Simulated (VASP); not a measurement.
Crystal: Pt.

```
CELL_PARAMETERS angstrom
-1.55500 1.55500 1.55500
1.55500 -1.55500 1.55500
1.55500 1.55500 -1.55500
ATOMIC_POSITIONS crystal
Pt 0.00000 0.00000 0.00000
```

This isn't the form of Pt at room conditions, which is fcc.

```yaml
Program: VASP 6.6.1
Task: relaxation of cell and atoms
Functional: revPBE
Potentials_or_basis: VASP PAW PBE potentials, release 64 (Pt)
Cutoff: 500 eV
k_mesh: 8 × 8 × 8
Occupations: gaussian, width 0.1 eV
Spin: no spin polarisation
```

At the start: pressure 18.1 GPa; volume 15.04 Å³/atom.

Where does the relaxation end?

Over 4 steps the energy falls by 56.3 meV/atom and the volume is 16.11 Å³/atom (+7.1 %); space group Im-3m (No. 229, to 0.1 Å) before and after.

The path:
```
step  energy change (eV)  largest force (eV/Å)  pressure (GPa)  volume (Å³)
   1              0.0000                0.0000           18.15        15.04
   2              0.2035                0.0000          -23.37        19.06
   3             -0.0561                0.0000           -0.97        16.18
   4             -0.0563                0.0000           -0.11        16.11
```

Final structure:
```cif
data_structure
_symmetry_space_group_name_H-M 'P 1'
_symmetry_Int_Tables_number 1
_cell_length_a 2.7560
_cell_length_b 2.7560
_cell_length_c 2.7560
_cell_angle_alpha 109.471
_cell_angle_beta 109.471
_cell_angle_gamma 109.471
_cell_volume 16.11
loop_
_atom_site_label
_atom_site_type_symbol
_atom_site_fract_x
_atom_site_fract_y
_atom_site_fract_z
_atom_site_occupancy
Pt1 Pt 0.00000 0.00000 0.00000 1
```

Caveat: the PAW data sets were made with another functional, which shifts forces and pressure a little.
